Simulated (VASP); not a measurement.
BaTiO3, 5 atoms in the cell. Symmetry: Amm2, No. 38, orthorhombic system. The conventional cell has a = 3.999 Å, b = 5.693 Å, c = 5.709 Å, α = 90.00°, β = 90.00°, γ = 90.00°. Within 3.7 Å of Ba (site symmetry mm2) lie 12 O at 2.78 to 2.93 Å and 8 Ti at 3.43 to 3.54 Å. Ti (site symmetry mm2) has 6 O at 1.93 to 2.10 Å within 2.6 Å. Within 3.0 Å of O (site symmetry mm2) lie 2 Ti at 2.00 Å and 4 Ba at 2.78 to 2.93 Å and 8 O at 2.83 to 2.85 Å. O (site symmetry m) has 2 Ti at 1.93 to 2.10 Å within 2.6 Å. 

```yaml
Program: VASP 6.6.1
Task: single point
Functional: PBEsol
Potentials_or_basis: VASP PAW PBE potentials, release 64 (Ba_sv, Ti_sv, O)
Cutoff: 520 eV
k_mesh: 6 × 6 × 6
Occupations: gaussian, width 0.01 eV
Spin: no spin polarisation
Dipole_correction: no
Further_INCAR_settings: ALGO = Normal; EDIFF = 1e-06; NBANDS = 28
```

Potentials or basis: VASP PAW PBE potentials, release 64 (Ba_sv, Ti_sv, O).

The run is started by

```sh
$ cat potpaw_PBE.64/Ba_sv/POTCAR potpaw_PBE.64/Ti_sv/POTCAR potpaw_PBE.64/O/POTCAR > POTCAR
$ mpirun -np 1 vasp_std > vasp.out
```

Hardware: 1 thread of Intel Xeon 8259CL, on a shared host.

Question: How long does it take, and how much memory?

Answer: It took 2.4 min on 1 thread of Intel Xeon 8259CL, on a shared host, peak memory 0.24 GiB. Counts: scf iterations 15, k points 52.
